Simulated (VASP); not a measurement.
# BiTe (I4mm) in VASP: a series of runs

The runs below take BiTe through single point, with PBEsol.

Program: VASP 6.6.1. These are calculated values, not measurements. Logs are shortened: lines on timing, memory, paths and dates and some standing lists are left out, and cuts for length are marked.

### Step 1. The cell of the first run

It takes space group I4mm (No. 107, tetragonal). Conventional cell: a = 4.575 Å, b = 4.575 Å, c = 6.470 Å, α = 90.00°, β = 90.00°, γ = 90.00°. Bi (site symmetry 4mm) has 6 Te at 3.03 to 3.44 Å within 4.0 Å. Within 4.0 Å of Te (site symmetry 4mm) lie 6 Bi at 3.03 to 3.44 Å.

### Step 2. Single point, PBEsol

Contents of INCAR:

```
PREC     = Accurate       # precision mode
ENCUT    = 520            # plane-wave cutoff, eV
EDIFF    = 1E-7           # SCF threshold, eV
ISMEAR   = 0              # smearing method
SIGMA    = 0.15           # smearing width, eV
LREAL    = F              # projectors in reciprocal space
LASPH    = T              # aspherical terms in the spheres
NELM     = 100            # most SCF steps
ALGO     = Normal         # electronic algorithm
ISIF     = 2              # what is computed and relaxed
LWAVE    = F              # write WAVECAR
LCHARG   = F              # write CHGCAR
GGA      = PS             # functional
NBANDS   = 18             # bands
```

Contents of KPOINTS:

```
Automatic mesh
0
Gamma
  14 14 14
```

Contents of POSCAR:

```
BiTe
1.0
    0.0000000000      3.2350000000      3.2350000000
    3.2350000000      0.0000000000      3.2350000000
    3.2350000000      3.2350000000      0.0000000000
Bi Te
1 1
Direct
    0.0309119011      0.0309119011     -0.0309119011
    0.5000000000      0.5000000000      0.5000000000
```

Potentials or basis: VASP PAW PBE potentials, release 64 (Bi_d, Te).

Run with:

```bash
> cat potpaw_PBE.64/Bi_d/POTCAR potpaw_PBE.64/Te/POTCAR > POTCAR
> mpirun -np 1 vasp_std > vasp.out
```

OUTCAR:

```text
PREC = Accurate
   ENCUT = 520
   EDIFF = 1E-7
   ISMEAR = 0
   LREAL = F
   LASPH = T
   NELM = 100
   ISIF = 2
   GGA = PS

 ion  position               nearest neighbor table
   1  0.031  0.031  0.969-   2 3.03   2 3.24   2 3.24   2 3.24   2 3.24   2 3.44
   2  0.500  0.500  0.500-   1 3.03   1 3.24   1 3.24   1 3.24   1 3.24   1 3.44

  LATTYP: Found a face centered cubic cell.
 ALAT       =     6.4700000000

  Lattice vectors:

 A1 = (   0.0000000000,   3.2350000000,   3.2350000000)
 A2 = (   3.2350000000,   0.0000000000,   3.2350000000)
 A3 = (   3.2350000000,   3.2350000000,   0.0000000000)

Analysis of symmetry for initial positions (statically):
=====================================================================
 Subroutine PRICEL returns:
 Original cell was already a primitive cell.

 Routine SETGRP: Setting up the symmetry group for a
 face centered cubic supercell.

 Subroutine GETGRP returns: Found  8 space group operations
 (whereof  8 operations were pure point group operations)
 out of a pool of 48 trial point group operations.

The static configuration has the point symmetry C_4v.

Analysis of symmetry for dynamics (positions and initial velocities):
=====================================================================
 Subroutine PRICEL returns:
 Original cell was already a primitive cell.

 Routine SETGRP: Setting up the symmetry group for a
 face centered cubic supercell.

 Subroutine GETGRP returns: Found  8 space group operations
 (whereof  8 operations were pure point group operations)
 out of a pool of 48 trial point group operations.

The dynamic configuration has the point symmetry C_4v.

 Subroutine INISYM returns: Found  8 space group operations
 (whereof  8 operations are pure point group operations),
 and found     1 'primitive' translations

----------------------------------------------------------------------------------------

                                     Primitive cell

  volume of cell :      67.7100

  direct lattice vectors                    reciprocal lattice vectors
     0.000000000  3.235000000  3.235000000    -0.154559505  0.154559505  0.154559505
     3.235000000  0.000000000  3.235000000     0.154559505 -0.154559505  0.154559505
     3.235000000  3.235000000  0.000000000     0.154559505  0.154559505 -0.154559505

  length of vectors
     4.574980874  4.574980874  4.574980874     0.267704916  0.267704916  0.267704916

  position of ions in fractional coordinates (direct lattice)
     0.030911901  0.030911901  0.969088099
     0.500000000  0.500000000  0.500000000

  ion indices of the primitive-cell ions
   primitive index   ion index
                 1           1
                 2           2

----------------------------------------------------------------------------------------

 KPOINTS: Automatic mesh

Automatic generation of k-mesh.
 Grid dimensions read from file:
 generate k-points for:   14   14   14

 Generating k-lattice:

  Cartesian coordinates                     Fractional coordinates (reciprocal lattice)
    -0.011039965  0.011039965  0.011039965     0.071428571  0.000000000  0.000000000
     0.011039965 -0.011039965  0.011039965     0.000000000  0.071428571  0.000000000
     0.011039965  0.011039965 -0.011039965     0.000000000  0.000000000  0.071428571

  Length of vectors
     0.019121780  0.019121780  0.019121780

  Shift w.r.t. Gamma in fractional coordinates (k-lattice)
     0.000000000  0.000000000  0.000000000

 Subroutine IBZKPT returns following result:
 ===========================================

 Found    244 irreducible k-points:

 Following reciprocal coordinates:
            Coordinates               Weight
  0.000000  0.000000  0.000000      1.000000
  0.071429  0.000000  0.000000      8.000000
  0.142857  0.000000  0.000000      8.000000
  0.214286  0.000000  0.000000      8.000000
  0.285714  0.000000  0.000000      8.000000
  0.357143  0.000000  0.000000      8.000000
[... 16 lines left out ...]
 -0.428571  0.071429  0.000000      8.000000
  0.000000 -0.428571  0.071429     16.000000
 [... further k-points ...]
   k-points           NKPTS =    244   k-points in BZ     NKDIM =    244   number of bands    NBANDS=     18
   number of dos      NEDOS =    301   number of ions     NIONS =      2
   total plane-waves  NPLWV =  46656
   dimension x,y,z NGX =    36 NGY =   36 NGZ =   36
   dimension x,y,z NGXF=    72 NGYF=   72 NGZF=   72
   ions per type =               1   1
   NGX,Y,Z   is equivalent  to a cutoff of  13.08, 13.08, 13.08 a.u.
   NGXF,Y,Z  is equivalent  to a cutoff of  26.16, 26.16, 26.16 a.u.
 SYSTEM =  unknown system
   PREC   = accura    normal or accurate (medium, high low for compatibility)
   ISTART =      0    job   : 0-new  1-cont  2-samecut
   ICHARG =      2    charge: 1-file 2-atom 10-const
   ISPIN  =      1    spin polarized calculation?
   LNONCOLLINEAR =      F non collinear calculations
   LSORBIT =      F    spin-orbit coupling
   LASPH  =      T    aspherical Exc in radial PAW
   ENCUT  =  520.0 eV  38.22 Ry    6.18 a.u.   8.51  8.51  8.51*2*pi/ulx,y,z
   NELM   =    100;   NELMIN=  2; NELMDL= -5     # of ELM steps
   EDIFF  = 0.1E-06   stopping-criterion for ELM
   LREAL  =      F    real-space projection
   EDIFFG = 0.1E-05   stopping-criterion for IOM
   NSW    =      0    number of steps for IOM
   IBRION =     -1    ionic relax: 0-MD 1-quasi-New 2-CG
   NFREE  =      0    steps in history (QN), initial steepest desc. (CG)
   ISIF   =      2    stress and relaxation
   ISYM   =      2    0-nonsym 1-usesym 2-fastsym
   POTIM  = 0.5000    time-step for ionic-motion
   TEBEG  =    0.0;   TEEND  =   0.0 temperature during run
   PSTRESS=    0.0 pullay stress
   NELECT =      21.0000    total number of electrons
   NUPDOWN=      -1.0000    fix difference up-down
   EMIN   =  10.00;   EMAX   =-10.00  energy-range for DOS
   EFERMI =   0.00;   METHOD = LEGACY
   ISMEAR =     0;   SIGMA  =   0.15  broadening in eV -4-tet -1-fermi 0-gaus
   EFERMI_NEDOS =   21; number of points for ismear=-14 and -15
   IALGO  =     38    algorithm
   IMIX   =      4    mixing-type and parameters
     AMIX     =   0.40;   BMIX     =  1.00
     AMIX_MAG =   1.60;   BMIX_MAG =  1.00
  volume/ion in A,a.u.               =      33.86       228.46
  Fermi-wavevector in a.u.,A,eV,Ry     =   1.108146  2.094092 16.707785  1.227988
  Thomas-Fermi vector in A             =   2.244669
   LORBIT       =      0    0 simple, 1 ext, 2 COOP (PROOUT), +10 PAW based schemes
   GGA     = PS    functional components
   LHFCALC =     F    Hartree Fock is set to
   AEXX    =    0.0000 exact exchange contribution
   IVDW    =     0    specifies the selected vdW correction
   LEPSILON=     F    determine dielectric tensor
   LRPA    =     F    only Hartree local field effects (RPA)
 non-spin polarized calculation
 Gauss-broadening in eV      SIGMA  =   0.15
  energy-cutoff  :      520.00
  volume of cell :       67.71
 maximum number of plane-waves:      1845
 NGX is ok and might be reduce to    36
   NGX = 17   NGY = 17   NGZ = 17

 number of electron      21.0000001 magnetization

 Free energy of the ion-electron system (eV)
  ---------------------------------------------------
  ext. energy  EPLUGINS =         0.00000000
  ---------------------------------------------------
  free energy    TOTEN  =        -7.93417729 eV

  energy without entropy =       -7.91819950  energy(sigma->0) =       -7.92618839

 E-fermi :   6.5554     XC(G=0):  -9.5875

 val. band max:        6.5545043611   @ k =   0.1429   0.0714   0.4286
 cond. band min:       6.5567361026   @ k =   0.0714   0.2143   0.1429
 fundamental gap:      0.0022317416
 Fermi energy:         6.5553705341

 k-point     1 :       0.0000    0.0000    0.0000
  band No.  band energies     occupation
      1     -16.5751      2.00000
      2     -16.5607      2.00000
      3     -16.5607      2.00000
      4     -16.5495      2.00000
      5     -16.5454      2.00000
      6      -7.0869      2.00000
[... 10 lines left out ...]
     17      12.4424      0.00000
     18      12.9019      0.00000

 k-point     2 :       0.0714    0.0000    0.0000
  band No.  band energies     occupation
      1     -16.5753      2.00000
      2     -16.5605      2.00000
      3     -16.5604      2.00000
      4     -16.5497      2.00000
      5     -16.5451      2.00000
      6      -7.0415      2.00000
[... 10 lines left out ...]
     17      12.7859      0.00000
     18      13.2832      0.00000

 k-point     3 :       0.1429    0.0000    0.0000
  band No.  band energies     occupation
      1     -16.5758      2.00000
      2     -16.5601      2.00000
      3     -16.5597      2.00000
      4     -16.5500      2.00000
      5     -16.5445      2.00000
      6      -6.9059      2.00000
[... 10 lines left out ...]
     17      13.6082      0.00000
     18      14.0978      0.00000

 k-point     4 :       0.2143    0.0000    0.0000
  band No.  band energies     occupation
      1     -16.5766      2.00000
      2     -16.5594      2.00000
      3     -16.5590      2.00000
      4     -16.5502      2.00000
      5     -16.5436      2.00000
      6      -6.6826      2.00000
[... 375 lines left out ...]
      4     -16.5490      2.00000
      5     -16.5403      2.00000
      6      -5.3119      2.00000
[... 10 lines left out ...]
     17      14.8212      0.00000
     18      15.7268      0.00000

 k-point    23 :      -0.4286    0.0714    0.0000
  band No.  band energies     occupation
      1     -16.5793      2.00000
      2     -16.5585      2.00000
      3     -16.5574      2.00000
      4     -16.5490      2.00000
      5     -16.5406      2.00000
      6      -5.4137      2.00000
[... 10 lines left out ...]
     17      15.1044      0.00000
     18      16.1042      0.00000

 k-point    24 :       0.0000   -0.4286    0.0714
  band No.  band energies     occupation
      1     -16.5792      2.00000
      2     -16.5588      2.00000
      3     -16.5573      2.00000
      4     -16.5489      2.00000
      5     -16.5406      2.00000
      6      -5.4114      2.00000
[... 10 lines left out ...]
     17      15.1204      0.00000
     18      16.0808      0.00000

 [... further k-points ...]

------------------------ aborting loop because EDIFF is reached ----------------------------------------

  FORCE on cell =-STRESS in cart. coord.  units (eV):
  Direction    XX          YY          ZZ          XY          YZ          ZX
  --------------------------------------------------------------------------------------
  -------------------------------------------------------------------------------------
  Total       -0.5710979     -0.5710979     -0.1643022      0.0000000      0.0000000      0.0000000
  in kB      -13.5135133    -13.5135133     -3.8877752      0.0000000      0.0000000      0.0000000
  external PRESSURE =     -10.3049339 kB  Pullay stress =       0.0000000 kB

 VOLUME and BASIS-vectors are now :
 -----------------------------------------------------------------------------
  energy-cutoff  :      520.00
  volume of cell :       67.71
      direct lattice vectors                 reciprocal lattice vectors
     0.000000000  3.235000000  3.235000000    -0.154559505  0.154559505  0.154559505
     3.235000000  0.000000000  3.235000000     0.154559505 -0.154559505  0.154559505
     3.235000000  3.235000000  0.000000000     0.154559505  0.154559505 -0.154559505

 POSITION                                       TOTAL-FORCE (eV/Angst)
 -----------------------------------------------------------------------------------
      3.23500      3.23500      0.20000         0.000000      0.000000     -0.504852
      3.23500      3.23500      3.23500         0.000000      0.000000      0.504852
 -----------------------------------------------------------------------------------
    total drift:                                0.000000      0.000000      0.000572

  FREE ENERGIE OF THE ION-ELECTRON SYSTEM (eV)
  ---------------------------------------------------
  free  energy   TOTEN  =        -7.9341772920 eV

  energy  without entropy=       -7.9181994968  energy(sigma->0) =       -7.92618839
```

Run time: 4.8 min. Hardware: 1 thread of Intel Xeon Platinum 8488C (Sapphire Rapids), shared host; peak memory 0.43 GiB.

Results:

| Property | Result |
| --- | --- |
| Free energy | -7.9342 eV |
| Pressure | -1.0 GPa |
| Largest force | 0.505 eV/Å |
| Band gap on the k mesh | zero (an odd number of electrons rules out a gap without spin polarisation) |

Forces on the atoms (eV/Å):
```
Bi   0.000  0.000 -0.505
Te   0.000  0.000  0.505
```

Caveat: the cell differs from its parent crystal (all Bi atoms moved -0.200 Å, as atom 1 towards its neighbour atom 2 (Te) at 3.235 Å); the PAW data sets were made with another functional, which shifts forces and pressure a little; spin-orbit coupling is left out, which moves the levels of the heavy elements.

### Step 3. Single point, PBEsol

Contents of INCAR:

```
PREC = Accurate
ENCUT = 520
EDIFF = 1E-6
ISMEAR = 0
SIGMA = 0.15
LREAL = False
LASPH = True
NELM = 80
ALGO = Normal
ISIF = 2
LWAVE = False
LCHARG = True
GGA = PS
LELF = True
LVHAR = True
NBANDS = 18
```

Contents of KPOINTS:

```
regular mesh
0
Gamma
  14 14 14
```

POSCAR: that of step 2 with these lines changed.

```diff
@@ -8,3 +8,3 @@
 Direct
-    0.0309119011      0.0309119011     -0.0309119011
+   -0.0231839258     -0.0231839258      0.0231839258
     0.5000000000      0.5000000000      0.5000000000
```

Potentials or basis: VASP PAW PBE potentials, release 64 (Bi_d, Te).

Run with:

```bash
> cat potpaw_PBE.64/Bi_d/POTCAR potpaw_PBE.64/Te/POTCAR > POTCAR
> mpirun -np 1 vasp_std > vasp.out
```

Run time: 3.8 min. Hardware: 1 thread of Intel Xeon Platinum 8488C (Sapphire Rapids), shared host; peak memory 0.43 GiB.

Results (log left out):

| Item | Value |
| --- | --- |
| Free energy | -7.9558 eV |
| Pressure | -1.3 GPa |
| Largest force | 0.364 eV/Å |
| Band gap on the k mesh | zero (an odd number of electrons rules out a gap without spin polarisation) |

Forces in eV/Å, atoms in the order of the input:
```
Bi   0.000  0.000  0.364
Te   0.000  0.000 -0.364
```

Stress tensor (GPa, compression positive):
```
-1.52  0.00  0.00
 0.00 -1.52  0.00
 0.00  0.00 -0.98
```

Levels at points of the mesh, in eV from the Fermi level:
```csv
k point,band 7,band 8,band 9,band 10,band 11,band 12,band 13,band 14
"(0.00, 0.00, 0.00)",-8.16,-2.64,-2.54,-2.54,2.01,2.01,2.16,4.61
"(0.50, 0.00, 0.00)",-11.19,-2.11,-1.96,-1.71,-0.83,-0.64,-0.48,7.08
"(0.50, 0.50, 0.00)",-10.10,-5.66,-4.05,-4.05,2.14,3.56,3.56,4.97
"(0.00, 0.50, 0.50)",-9.98,-5.71,-4.07,-4.02,1.92,3.61,3.75,4.91
```

Caveat: the cell differs from its parent crystal (all Bi atoms moved +0.150 Å, as atom 1 towards its neighbour atom 2 (Te) at 3.235 Å); the PAW data sets were made with another functional, which shifts forces and pressure a little; spin-orbit coupling is left out, which moves the levels of the heavy elements.

### Step 4. Single point, PBEsol

Contents of INCAR:

```
  PREC = Accurate
  ENCUT = 520
  EDIFF = 1E-6
  ISMEAR = 0
  SIGMA = 0.15
  LREAL = F
  LASPH = T
  NELM = 100
  ALGO = Normal
  ISIF = 2
  LWAVE = F
  LCHARG = T
  GGA = PS
  LELF = T
  LVHAR = T
  NBANDS = 18
```

KPOINTS is that of step 3.

POSCAR: that of step 3 with these lines changed.

```diff
@@ -8,3 +8,3 @@
 Direct
-   -0.0231839258     -0.0231839258      0.0231839258
+   -0.0270479134     -0.0270479134      0.0270479134
     0.5000000000      0.5000000000      0.5000000000
```

Run with:

```bash
> cat potpaw_PBE.64/Bi_d/POTCAR potpaw_PBE.64/Te/POTCAR > POTCAR
> mpirun -np 1 vasp_std > vasp.out
```

Wall time 3.1 min (1 thread of Intel Xeon Platinum 8488C (Sapphire Rapids), shared host); peak memory 0.42 GiB.

The run converged. Its results:

- Free energy: -7.9459 eV
- Pressure: -1.2 GPa
- Largest force: 0.433 eV/Å
- Band gap on the k mesh: zero (an odd number of electrons rules out a gap without spin polarisation)

Forces in eV/Å, atoms in the order of the input:
```
Bi   0.000  0.000  0.433
Te   0.000  0.000 -0.433
```

Stress tensor (GPa, compression positive):
```
-1.45  0.00  0.00
 0.00 -1.45  0.00
 0.00  0.00 -0.71
```

Levels at points of the mesh, in eV from the Fermi level:
| k point | band 7 | band 8 | band 9 | band 10 | band 11 | band 12 | band 13 | band 14 |
| --- | --- | --- | --- | --- | --- | --- | --- | --- |
| (0.00, 0.00, 0.00) | -8.17 | -2.67 | -2.55 | -2.55 | 1.96 | 1.96 | 2.16 | 4.60 |
| (0.50, 0.00, 0.00) | -11.17 | -2.18 | -1.98 | -1.74 | -0.82 | -0.65 | -0.44 | 7.03 |
| (0.50, 0.50, 0.00) | -10.15 | -5.65 | -4.06 | -4.06 | 2.13 | 3.56 | 3.56 | 4.97 |
| (0.00, 0.50, 0.50) | -9.98 | -5.72 | -4.09 | -4.02 | 1.84 | 3.61 | 3.79 | 4.90 |

Caveat: the cell differs from its parent crystal (all Bi atoms moved +0.175 Å, as atom 1 towards its neighbour atom 2 (Te) at 3.235 Å); the PAW data sets were made with another functional, which shifts forces and pressure a little; spin-orbit coupling is left out, which moves the levels of the heavy elements.

(Part 1 of 2 ends here.)
